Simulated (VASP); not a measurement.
# MgO (P-6m2) in VASP: notebook

Aim: see how the results for MgO move with the level of theory and the settings. Levels: HF, PBEsol-based global hybrid with 25 % exact exchange. Tasks: single point, relaxation of cell and atoms.

All numbers are computed with VASP 6.6.1; they aren't measurements. Logs are shortened: lines on timing, memory, paths and dates and some standing lists are left out, and cuts for length are marked.

## 1. The cell of the first run

It takes space group P-6m2 (No. 187, hexagonal). The conventional cell has a = 2.938 Å, b = 2.938 Å, c = 2.680 Å, α = 90.00°, β = 90.00°, γ = 120.00°. Within 3.0 Å of Mg (site symmetry -6m2) lie 6 O at 2.16 Å and 8 Mg at 2.68 to 2.94 Å. O (site symmetry -6m2) has 6 Mg at 2.16 Å and 8 O at 2.68 to 2.94 Å within 3.0 Å.

## 2. Single point, HF

File POSCAR:

```
MgO
1.0
    2.9380209034      0.0000000000      0.0000000000
   -1.4690104517      2.5444007392      0.0000000000
    0.0000000000      0.0000000000      2.6796800000
Mg O
1 1
Direct
    0.0000000000      0.0000000000      0.0000000000
    0.3333333333      0.6666666667      0.5000000000
```

File INCAR.step1:

```
SYSTEM = MgO
  ALGO = Normal
  EDIFF = 1E-5
  ENCUT = 520
  GGA = PE
  ISIF = 2
  ISMEAR = -1
  LASPH = .TRUE.
  LCHARG = .FALSE.
  LREAL = .FALSE.
  LWAVE = .TRUE.
  NBANDS = 11
  NELM = 80
  PREC = Accurate
  SIGMA = 0.05
```

File INCAR.step2:

```
SYSTEM = MgO
  AEXX = 1.0
  AGGAC = 0.0
  ALDAC = 0.0
  ALGO = Normal
  EDIFF = 1E-6
  ENCUT = 520
  GGA = PE
  ISIF = 2
  ISMEAR = -1
  ISTART = 1
  LASPH = .TRUE.
  LCHARG = .FALSE.
  LHFCALC = .TRUE.
  LREAL = .FALSE.
  LWAVE = .FALSE.
  NBANDS = 11
  NELM = 80
  PREC = Accurate
  PRECFOCK = Normal
  SIGMA = 0.05
```

File KPOINTS:

```
k-points
0
G
  5 5 5
  0 0 0
```

Potentials or basis: VASP PAW PBE potentials, release 64 (Mg, O).

Run with:

```
> cat potpaw_PBE.64/Mg/POTCAR potpaw_PBE.64/O/POTCAR > POTCAR
> cp INCAR.step1 INCAR
> mpirun -np 1 vasp_std > vasp.out
> cp INCAR.step2 INCAR
> mpirun -np 1 vasp_std > vasp.out
```

OUTCAR:

```text
SYSTEM = MgO
   AEXX = 1.0
   EDIFF = 1E-6
   ENCUT = 520
   GGA = PE
   ISIF = 2
   ISMEAR = -1
   ISTART = 1
   LASPH = .TRUE.
   LHFCALC = .TRUE.
   LREAL = .FALSE.
   NELM = 80
   PREC = Accurate
   PRECFOCK = Normal

 ion  position               nearest neighbor table
   1  0.000  0.000  0.000-   2 2.16   2 2.16   2 2.16   2 2.16   2 2.16   2 2.16
   2  0.333  0.667  0.500-   1 2.16   1 2.16   1 2.16   1 2.16   1 2.16   1 2.16

  LATTYP: Found a hexagonal cell.
 ALAT       =     2.9380209034
 C/A-ratio  =     0.9120697531

  Lattice vectors:

 A1 = (   2.9380209034,   0.0000000000,   0.0000000000)
 A2 = (  -1.4690104517,   2.5444007392,   0.0000000000)
 A3 = (   0.0000000000,   0.0000000000,   2.6796800000)

Analysis of symmetry for initial positions (statically):
=====================================================================
 Subroutine PRICEL returns:
 Original cell was already a primitive cell.

 Routine SETGRP: Setting up the symmetry group for a
 hexagonal supercell.

 Subroutine GETGRP returns: Found 12 space group operations
 (whereof 12 operations were pure point group operations)
 out of a pool of 24 trial point group operations.

The static configuration has the point symmetry D_3h.

Analysis of symmetry for dynamics (positions and initial velocities):
=====================================================================
 Subroutine PRICEL returns:
 Original cell was already a primitive cell.

 Routine SETGRP: Setting up the symmetry group for a
 hexagonal supercell.

 Subroutine GETGRP returns: Found 12 space group operations
 (whereof 12 operations were pure point group operations)
 out of a pool of 24 trial point group operations.

The dynamic configuration has the point symmetry D_3h.

 Subroutine INISYM returns: Found 12 space group operations
 (whereof 12 operations are pure point group operations),
 and found     1 'primitive' translations

----------------------------------------------------------------------------------------

                                     Primitive cell

  volume of cell :      20.0320

  direct lattice vectors                    reciprocal lattice vectors
     2.938020903  0.000000000  0.000000000     0.340365175  0.196509926  0.000000000
[... 89 lines left out ...]
   EMIN   =  10.00;   EMAX   =-10.00  energy-range for DOS
   EFERMI =   0.00;   METHOD = LEGACY
   ISMEAR =    -1;   SIGMA  =   0.05  broadening in eV -4-tet -1-fermi 0-gaus
   EFERMI_NEDOS =   21; number of points for ismear=-14 and -15
   IALGO  =     38    algorithm
   IMIX   =      1    mixing-type and parameters
     AMIX     =   0.40;   BMIX     =  1.00
     AMIX_MAG =   1.60;   BMIX_MAG =  1.00
  volume/ion in A,a.u.               =      10.02        67.59
  Fermi-wavevector in a.u.,A,eV,Ry     =   1.205583  2.278221 19.775115  1.453430
  Thomas-Fermi vector in A             =   2.341275
   LORBIT       =      0    0 simple, 1 ext, 2 COOP (PROOUT), +10 PAW based schemes
   GGA     = PE    functional components
   LHFCALC =     T    Hartree Fock is set to
   PRECFOCK=normal    Normal, Fast or Accurate (Low or Medium for compatibility)
   ENCUT4O =  -1.0   cutoff for four orbital integrals eV
   NKREDX  =     1    reduce k-point grid by
   NKREDY  =     1    reduce k-point grid by
   NKREDZ  =     1    reduce k-point grid by
   AEXX    =    1.0000 exact exchange contribution
   HFSCREEN=    0.0000 screening length (either q_TF or 0.3 A-1)
   HFSCREENC=   0.0000 screening length for correlation (either q_TF or 0.3 A-1)
   ENCUTFOCK=  -1.0 apply spherical cutoff to Coloumb kernel
   IVDW    =     0    specifies the selected vdW correction
   LEPSILON=     F    determine dielectric tensor
   LRPA    =     F    only Hartree local field effects (RPA)
 non-spin polarized calculation
  energy-cutoff  :      520.00
  volume of cell :       20.03
 maximum number of plane-waves:       562
 NGX is ok and might be reduce to    24
  NGX = 18; NGY = 18; NGZ = 16

 number of electron       7.9999996 magnetization

 Free energy of the ion-electron system (eV)
  ---------------------------------------------------
  ext. energy  EPLUGINS =         0.00000000
  ---------------------------------------------------
  free energy    TOTEN  =       -20.87496914 eV

  energy without entropy =      -20.87496914  energy(sigma->0) =      -20.87496914

 E-fermi :  -0.8806     XC(G=0):   0.0000

 val. band max:       -1.9522220250   @ k =   0.4000   0.2000   0.0000
 cond. band min:      11.2568079174   @ k =   0.0000   0.0000   0.0000
 fundamental gap:     13.2090299425
 Fermi energy:        -0.8806463472

 k-point     1 :       0.0000    0.0000    0.0000
  band No.  band energies     occupation
      1     -25.4245      2.00000
      2      -2.6351      2.00000
      3      -2.6351      2.00000
      4      -2.4506      2.00000
      5      11.2568      0.00000
      6      21.0151      0.00000
      7      24.8436      0.00000
      8      24.8436      0.00000
      9      29.5124      0.00000
     10      31.5217      0.00000
     11      33.4601      0.00000
[... 183 lines left out ...]
 k-point    15 :       0.4000    0.2000    0.4000
  band No.  band energies     occupation
      1     -23.3378      2.00000
      2      -6.0976      2.00000
      3      -5.8731      2.00000
      4      -4.0983      2.00000
      5      14.8221      0.00000
      6      20.4845      0.00000
      7      22.7110      0.00000
      8      25.0617      0.00000
      9      26.9441      0.00000
     10      32.1668      0.00000
     11      34.1807      0.00000

------------------------ aborting loop because EDIFF is reached ----------------------------------------

  FORCE on cell =-STRESS in cart. coord.  units (eV):
  Direction    XX          YY          ZZ          XY          YZ          ZX
  --------------------------------------------------------------------------------------
  -------------------------------------------------------------------------------------
  Total       -0.8805713     -0.8805713     -1.2917033      0.0000000      0.0000000      0.0000000
  in kB      -70.4290390    -70.4290390   -103.3118245      0.0000000      0.0000000      0.0000000
  external PRESSURE =     -81.3899675 kB  Pullay stress =       0.0000000 kB

 VOLUME and BASIS-vectors are now :
 -----------------------------------------------------------------------------
  energy-cutoff  :      520.00
  volume of cell :       20.03
      direct lattice vectors                 reciprocal lattice vectors
     2.938020903  0.000000000  0.000000000     0.340365175  0.196509926  0.000000000
    -1.469010452  2.544400739  0.000000000     0.000000000  0.393019851  0.000000000
     0.000000000  0.000000000  2.679680000     0.000000000  0.000000000  0.373178887

 POSITION                                       TOTAL-FORCE (eV/Angst)
 -----------------------------------------------------------------------------------
      0.00000      0.00000      0.00000         0.000000      0.000000      0.000000
     -0.00000      1.69627      1.33984        -0.000000     -0.000000      0.000000
 -----------------------------------------------------------------------------------
    total drift:                               -0.000000     -0.000000      0.000000

  FREE ENERGIE OF THE ION-ELECTRON SYSTEM (eV)
  ---------------------------------------------------
  free  energy   TOTEN  =       -20.8749691412 eV

  energy  without entropy=      -20.8749691412  energy(sigma->0) =      -20.87496914
```

OUTCAR.step1:

```text
SYSTEM = MgO
   EDIFF = 1E-5
   ENCUT = 520
   GGA = PE
   ISIF = 2
   ISMEAR = -1
   LASPH = .TRUE.
[... 420 lines left out ...]
      0.00000      0.00000      0.00000         0.000000      0.000000      0.000000
     -0.00000      1.69627      1.33984        -0.000000     -0.000000      0.000000
 -----------------------------------------------------------------------------------
    total drift:                                0.000000     -0.000000     -0.000000

  FREE ENERGIE OF THE ION-ELECTRON SYSTEM (eV)
  ---------------------------------------------------
  free  energy   TOTEN  =       -11.2255743628 eV

  energy  without entropy=      -11.2255743627  energy(sigma->0) =      -11.22557436
```

Run time: 9.5 min. Hardware: 1 thread of Intel Xeon 8259CL, shared host; peak memory 0.15 GiB.

What came out:

- Free energy: -20.8750 eV
- Pressure: -8.1 GPa
- Band gap on the k mesh: 13.21 eV (least direct gap 13.71 eV)

Stress tensor (GPa, compression positive):
```
 -7.04   0.00   0.00
  0.00  -7.04   0.00
  0.00   0.00 -10.33
```

Caveat: the k points lie up to 0.49 Å⁻¹ apart; the PAW data sets were made with another functional, which shifts forces and pressure a little.

## 3. Relaxation of cell and atoms, PBEsol-based global hybrid with 25 % exact exchange

POSCAR is that of step 2.

File INCAR.step1:

```
PREC     = Accurate       # precision mode
ENCUT    = 600            # plane-wave cutoff, eV
EDIFF    = 1E-5           # SCF threshold, eV
ISMEAR   = -1             # smearing method
SIGMA    = 0.05           # smearing width, eV
LREAL    = F              # projectors in reciprocal space
LASPH    = T              # aspherical terms in the spheres
NELM     = 80             # most SCF steps
ALGO     = Normal         # electronic algorithm
LWAVE    = T              # write WAVECAR
LCHARG   = F              # write CHGCAR
GGA      = PE             # functional
NBANDS   = 11             # bands
```

File INCAR.step2:

```
PREC     = Accurate       # precision mode
ENCUT    = 600            # plane-wave cutoff, eV
EDIFF    = 1E-7           # SCF threshold, eV
ISMEAR   = -1             # smearing method
SIGMA    = 0.05           # smearing width, eV
LREAL    = F              # projectors in reciprocal space
LASPH    = T              # aspherical terms in the spheres
NELM     = 80             # most SCF steps
ALGO     = Normal         # electronic algorithm
ISIF     = 3              # what is computed and relaxed
LWAVE    = F              # write WAVECAR
LCHARG   = F              # write CHGCAR
GGA      = PS             # functional
LHFCALC  = T              # exact exchange
AEXX     = 0.25           # exact-exchange fraction
PRECFOCK = Normal       
IBRION   = 2              # ionic algorithm
NSW      = 60             # ionic steps
EDIFFG   = -0.01          # ionic threshold
ISTART   = 1
```

File KPOINTS:

```
regular mesh
0
Gamma
  5 5 5
```

Potentials or basis: VASP PAW PBE potentials, release 64 (Mg, O).

Run with:

```
> cat potpaw_PBE.64/Mg/POTCAR potpaw_PBE.64/O/POTCAR > POTCAR
> cp INCAR.step1 INCAR
> mpirun -np 1 vasp_std > vasp.out
> cp INCAR.step2 INCAR
> mpirun -np 1 vasp_std > vasp.out
```

OUTCAR:

```text
PREC = Accurate
   ENCUT = 600
   EDIFF = 1E-7
   ISMEAR = -1
   LREAL = F
   LASPH = T
   NELM = 80
   ISIF = 3
   GGA = PS
   LHFCALC = T
   AEXX = 0.25
   PRECFOCK = Normal
   IBRION = 2
   NSW = 60
   EDIFFG = -0.01
   ISTART = 1

 ion  position               nearest neighbor table
   1  0.000  0.000  0.000-   2 2.16   2 2.16   2 2.16   2 2.16   2 2.16   2 2.16
   2  0.333  0.667  0.500-   1 2.16   1 2.16   1 2.16   1 2.16   1 2.16   1 2.16

  LATTYP: Found a hexagonal cell.
 ALAT       =     2.9380209034
 C/A-ratio  =     0.9120697531

  Lattice vectors:

 A1 = (   2.9380209034,   0.0000000000,   0.0000000000)
 A2 = (  -1.4690104517,   2.5444007392,   0.0000000000)
 A3 = (   0.0000000000,   0.0000000000,   2.6796800000)

Analysis of symmetry for initial positions (statically):
=====================================================================
 Subroutine PRICEL returns:
 Original cell was already a primitive cell.

 Routine SETGRP: Setting up the symmetry group for a
 hexagonal supercell.

 Subroutine GETGRP returns: Found 12 space group operations
[... 151 lines left out ...]
 NGX is ok and might be reduce to    24
  NGX = 18; NGY = 18; NGZ = 18

--------------------------------------- Ionic step        1  -------------------------------------------

 number of electron       7.9999996 magnetization

 Free energy of the ion-electron system (eV)
  ---------------------------------------------------
  ext. energy  EPLUGINS =         0.00000000
  ---------------------------------------------------
  free energy    TOTEN  =       -14.49474262 eV

  energy without entropy =      -14.49474262  energy(sigma->0) =      -14.49474262

------------------------ aborting loop because EDIFF is reached ----------------------------------------

  FORCE on cell =-STRESS in cart. coord.  units (eV):
  Direction    XX          YY          ZZ          XY          YZ          ZX
  --------------------------------------------------------------------------------------
  -------------------------------------------------------------------------------------
  Total       -1.0579141     -1.0579141     -1.2566879      0.0000000     -0.0000000      0.0000000
  in kB      -84.6131068    -84.6131068   -100.5112498      0.0000000     -0.0000000      0.0000000
  external PRESSURE =     -89.9124878 kB  Pullay stress =       0.0000000 kB
[... 131 lines left out ...]
--------------------------------------- Ionic step        5  -------------------------------------------

 number of electron       8.0000000 magnetization

 Free energy of the ion-electron system (eV)
  ---------------------------------------------------
  ext. energy  EPLUGINS =         0.00000000
  ---------------------------------------------------
  free energy    TOTEN  =       -14.53042554 eV

  energy without entropy =      -14.53042554  energy(sigma->0) =      -14.53042554

 E-fermi :   3.2208     XC(G=0):  -8.8252

 val. band max:        2.0436729288   @ k =   0.4000   0.2000   0.0000
 cond. band min:       7.8766248223   @ k =   0.0000   0.0000   0.0000
 fundamental gap:      5.8329518935
 Fermi energy:         3.2208463020

 k-point     1 :       0.0000    0.0000    0.0000
  band No.  band energies     occupation
      1     -17.2390      2.00000
      2       1.4031      2.00000
      3       1.4031      2.00000
      4       1.6145      2.00000
      5       7.8766      0.00000
      6      16.6634      0.00000
      7      20.8556      0.00000
      8      20.8556      0.00000
[... 181 lines left out ...]
  FREE ENERGIE OF THE ION-ELECTRON SYSTEM (eV)
  ---------------------------------------------------
  free  energy   TOTEN  =       -14.5304255369 eV

  energy  without entropy=      -14.5304255369  energy(sigma->0) =      -14.53042554

 reached required accuracy - stopping structural energy minimisation
```

OUTCAR.step1:

```text
PREC = Accurate
   ENCUT = 600
   EDIFF = 1E-5
   ISMEAR = -1
   LREAL = F
[... 420 lines left out ...]
      0.00000      0.00000      0.00000         0.000000     -0.000000      0.000000
     -0.00000      1.69627      1.33984        -0.000000      0.000000      0.000000
 -----------------------------------------------------------------------------------
    total drift:                                0.000000     -0.000000     -0.000000

  FREE ENERGIE OF THE ION-ELECTRON SYSTEM (eV)
  ---------------------------------------------------
  free  energy   TOTEN  =       -11.2283443596 eV

  energy  without entropy=      -11.2283443595  energy(sigma->0) =      -11.22834436
```

Run time: 29 min. Hardware: 1 thread of Intel Xeon 8259CL, shared host; peak memory 0.15 GiB.

What came out:

| Property | Result |
| --- | --- |
| Free energy | -14.5304 eV |
| Relaxed volume | 9.41 Å³/atom |
| Relaxed cell | a = 2.876 Å, b = 2.876 Å, c = 2.627 Å, α = 90.00°, β = 90.00°, γ = 120.00° |
| Space group after relaxing (to 0.1 Å) | P-6m2 (No. 187) |
| Energy gained by relaxing | 17.8 meV/atom |
| Ionic steps | 5 |
| Pressure after relaxing | 0.0 GPa |
| Band gap on the k mesh | 5.83 eV (least direct gap 6.26 eV) |

The path:
| step | energy change (eV) | largest force (eV/Å) | pressure (GPa) | volume (Å³) |
| --- | --- | --- | --- | --- |
| 1 | 0.0000 | 0.0000 | -8.99 | 20.03 |
| 2 | -0.0303 | 0.0000 | 3.67 | 18.45 |
| 3 | -0.0351 | 0.0000 | -0.10 | 18.85 |
| 4 | -0.0355 | 0.0000 | 0.10 | 18.80 |
| 5 | -0.0357 | 0.0000 | 0.02 | 18.82 |

Final structure:
```
Mg O
1.0
     2.87646    0.00000    0.00000
    -1.43823    2.49108    0.00000
     0.00000    0.00000    2.62669
Mg O
1 1
Direct
  0.00000 0.00000 0.00000
  0.33333 0.66667 0.50000
```

Levels at points of the mesh, in eV from the valence-band top:
```tsv
k point	band 1	band 2	band 3	band 4	band 5	band 6	band 7	band 8
(0.00, 0.00, 0.00)	-19.28	-0.64	-0.64	-0.43	5.83	14.62	18.81	18.81
```

Caveat: the k points lie up to 0.50 Å⁻¹ apart in the final cell; the PAW data sets were made with another functional, which shifts forces and pressure a little. A k mesh can miss the band edges.
